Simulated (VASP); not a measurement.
Here is a VASP 6.6.1 calculation.

The input POSCAR:

```
TiAl30
1.0
    8.1000000000      0.0000000000      0.0000000000
    0.0000000000      8.1000000000      0.0000000000
    0.0000000000      0.0000000000      8.1000000000
Al Ti
30 1
Direct
    0.4994241975      0.0000000000      0.0028474074
    0.7502886420      0.2533485185     -0.0012591358
    0.7519128395      0.0000000000      0.2508877778
   -0.0031412346      0.0000000000     -0.0031412346
    0.2444643210      0.2550440741     -0.0024179012
    0.5019329630      0.5000000000      0.0016177778
    0.7502886420      0.7466514815     -0.0012591358
    0.5000838272      0.2514111111      0.2503069136
    0.7494618519      0.5000000000      0.2490104938
    0.7521860494      0.2536732099      0.5023708642
    0.7531803704      0.0000000000      0.7531803704
   -0.0040720988      0.5000000000     -0.0040720988
    0.2444643210      0.7449559259     -0.0024179012
   -0.0024179012      0.2550440741      0.2444643210
    0.2482464198      0.5000000000      0.2482464198
    0.5000838272      0.7485888889      0.2503069136
    0.0028474074      0.0000000000      0.4994241975
    0.2503069136      0.2514111111      0.5000838272
    0.5004228395      0.5000000000      0.5004228395
    0.7521860494      0.7463267901      0.5023708642
    0.2508877778      0.0000000000      0.7519128395
    0.5023708642      0.2536732099      0.7521860494
    0.7492171605      0.5000000000      0.7492171605
   -0.0024179012      0.7449559259      0.2444643210
    0.0016177778      0.5000000000      0.5019329630
    0.2503069136      0.7485888889      0.5000838272
   -0.0012591358      0.2533485185      0.7502886420
    0.2490104938      0.5000000000      0.7494618519
    0.5023708642      0.7463267901      0.7521860494
   -0.0012591358      0.7466514815      0.7502886420
    0.5070041975      0.0000000000      0.5070041975
```

INCAR.step1

```
PREC     = Accurate       # precision mode
ENCUT    = 520            # plane-wave cutoff, eV
ISMEAR   = 0              # smearing method
SIGMA    = 0.15           # smearing width, eV
LREAL    = Auto         
LASPH    = True           # aspherical terms in the spheres
NELM     = 80             # most SCF steps
NBANDS   = 72             # bands
GGA      = PE             # functional
ALGO     = Normal         # electronic algorithm
EDIFF    = 1E-4           # SCF threshold, eV
LWAVE    = True           # write WAVECAR
LCHARG   = False          # write CHGCAR
```

INCAR.step2

```
PREC     = Accurate       # precision mode
ENCUT    = 520            # plane-wave cutoff, eV
EDIFF    = 1E-6           # SCF threshold, eV
ISMEAR   = 0              # smearing method
SIGMA    = 0.15           # smearing width, eV
LREAL    = Auto         
LASPH    = True           # aspherical terms in the spheres
NELM     = 80             # most SCF steps
ALGO     = Normal         # electronic algorithm
ISIF     = 2              # what is computed and relaxed
LWAVE    = False          # write WAVECAR
LCHARG   = False          # write CHGCAR
METAGGA  = R2SCAN         # meta-GGA
LMIXTAU  = True         
NBANDS   = 72             # bands
ISTART   = 1
```

Contents of KPOINTS:

```
regular mesh
0
Gamma
  2 2 2
```

Potentials or basis: VASP PAW PBE potentials, release 64 (Al, Ti_sv).

Command:

```sh
$ cat potpaw_PBE.64/Al/POTCAR potpaw_PBE.64/Ti_sv/POTCAR > POTCAR
$ cp INCAR.step1 INCAR
$ mpirun -np 1 vasp_std > vasp.out
$ cp INCAR.step2 INCAR
$ mpirun -np 1 vasp_std > vasp.out
```

Task: Estimate the pressure.

Result: -4.2 GPa.

Task: Estimate the largest force.

Result: 0.024 eV/Å.

Task: What does it give for the band gap on the k mesh?

Result: Zero (band 51 reaches 7.52 eV, above the bottom of band 52 at 7.23 eV).

Forces on the atoms (eV/Å):
```
Al   0.004  0.000 -0.004
Al  -0.006 -0.002  0.002
Al   0.009  0.000 -0.005
Al  -0.005  0.000 -0.005
Al  -0.006  0.002 -0.001
Al  -0.002  0.000  0.006
Al  -0.006  0.002  0.002
Al   0.001  0.009 -0.002
Al  -0.009  0.000 -0.004
Al   0.002  0.004  0.004
Al   0.012  0.000  0.012
Al   0.000  0.000  0.000
Al  -0.006 -0.002 -0.001
Al  -0.001  0.002 -0.006
Al   0.002  0.000  0.002
Al   0.001 -0.009 -0.002
Al  -0.004  0.000  0.004
Al  -0.002  0.009  0.001
Al   0.003  0.000  0.003
Al   0.002 -0.004  0.004
Al  -0.005  0.000  0.009
Al   0.004  0.004  0.002
Al  -0.009  0.000 -0.009
Al  -0.001 -0.002 -0.006
Al   0.006  0.000 -0.002
Al  -0.002 -0.009  0.001
Al   0.002 -0.002 -0.006
Al  -0.004  0.000 -0.009
Al   0.004 -0.004  0.002
Al   0.002  0.002 -0.006
Ti   0.017  0.000  0.017
```

Caveat: the k points lie up to 0.39 Å⁻¹ apart; the PAW data sets were made with another functional, which shifts forces and pressure a little.
